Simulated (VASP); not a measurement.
Input of a VASP 6.6.1 run:

Contents of INCAR:

```
SYSTEM = WC
ALGO     = Normal         ! electronic algorithm
EDIFF    = 1E-7           ! SCF threshold, eV
ENCUT    = 520            ! plane-wave cutoff, eV
GGA      = PS             ! functional
ISIF     = 2              ! what is computed and relaxed
ISMEAR   = 1              ! smearing method
LASPH    = .TRUE.         ! aspherical terms in the spheres
LCHARG   = .FALSE.        ! write CHGCAR
LREAL    = .FALSE.        ! projectors in reciprocal space
LWAVE    = .FALSE.        ! write WAVECAR
NBANDS   = 16             ! bands
NELM     = 60             ! most SCF steps
PREC     = Accurate       ! precision mode
SIGMA    = 0.1            ! smearing width, eV
```

The input KPOINTS:

```
k-points
0
G
  11 11 10
  0 0 0
```

The input POSCAR:

```
WC
1.0
    2.8471670250      0.0000000000      0.0000000000
   -1.4235835125      2.4657191330      0.0000000000
    0.0000000000      0.0000000000      2.7786939560
W C
1 1
Direct
    0.0000000000      0.0000000000      0.0000000000
    0.6666666667      0.3333333333      0.5000000000
```

Potentials or basis: VASP PAW PBE potentials, release 64 (W_sv, C).

Command:

```console
$ cat potpaw_PBE.64/W_sv/POTCAR potpaw_PBE.64/C/POTCAR > POTCAR
$ mpirun -np 1 vasp_std > vasp.out
```

Q: Estimate the pressure.

A: 26.2 GPa.

Q: What does it give for the band gap on the k mesh?

A: Zero (band 9 reaches 12.50 eV, above the bottom of band 10 at 11.16 eV).

Stress tensor (GPa, compression positive):
```
25.02  0.00  0.00
 0.00 25.02  0.00
 0.00  0.00 28.57
```

Caveat: the PAW data sets were made with another functional, which shifts forces and pressure a little; spin-orbit coupling is left out, which moves the levels of the heavy elements.
